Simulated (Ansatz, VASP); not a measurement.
One calculation of CdSe, two programs

The input INCAR:

```
SYSTEM = CdSe
PREC = Accurate ; ENCUT = 520
EDIFF = 1E-6 ; ISMEAR = -1
SIGMA = 0.05 ; LREAL = .False.
LASPH = .True. ; NELM = 60
ALGO = Normal ; ISIF = 2
LWAVE = .False. ; LCHARG = .False.
GGA = RE ; IVDW = 12
NBANDS = 16
```

Contents of KPOINTS:

```
Automatic mesh
0
Gamma
  8 8 8
  0 0 0
```

POSCAR

```
CdSe
1.0
    0.0000000000      3.0287759606      3.0287759606
    3.0287759606      0.0000000000      3.0287759606
    3.0287759606      3.0287759606      0.0000000000
Cd Se
1 1
Direct
    0.0000000000      0.0000000000      0.0000000000
    0.2500000000      0.2500000000      0.2500000000
```

Contents of input.yaml:

```yaml
crystal:
  lattice:
    - [0.0, 3.0287759606, 3.0287759606]
    - [3.0287759606, 0.0, 3.0287759606]
    - [3.0287759606, 3.0287759606, 0.0]
  atoms:
    - { symbol: Cd, position: [0.0, 0.0, 0.0] }
    - { symbol: Se, position: [0.25, 0.25, 0.25] }
hamiltonian:
  xc: revpbe
  pseudopotentials: { kind: paw }
  dispersion: d3bj
kpoints:
  mp_grid: { grid: [8, 8, 8] }
scf:
  occupations: { method: fermi_dirac, width: 0.05 }
output:
  forces: true
  stress: true
  eigenvalues: true
```

Alike in both runs: task single point; functional revPBE; dispersion D3(BJ); k mesh 8 × 8 × 8; occupations fermi-dirac, width 0.05 eV; no spin polarisation.

```csv
,VASP,Ansatz
version,VASP 6.6.1,Ansatz 0.2.0
potentials or method,"VASP PAW PBE potentials, release 64 (Cd, Se)",Ansatz PAW
plane-wave cutoff (eV),520,420
valence electrons in the cell,18,36
```

Ansatz gave:

```
gap on the k mesh at the Fermi level (eV) : 0.76
least direct gap on the mesh (eV)         : 0.76
pressure (GPa)                            : 0.8
```

Question: What did VASP give for the same quantities?

Answer: gap on the k mesh at the Fermi level (eV): 0.76; least direct gap on the mesh (eV): 0.76; pressure (GPa): 1.1.

VASP's potentials were made for PBE, not for revPBE. VASP's potentials hold 18 valence electrons a cell and Ansatz's 36, so a difference there can come from the potentials and not from the codes.
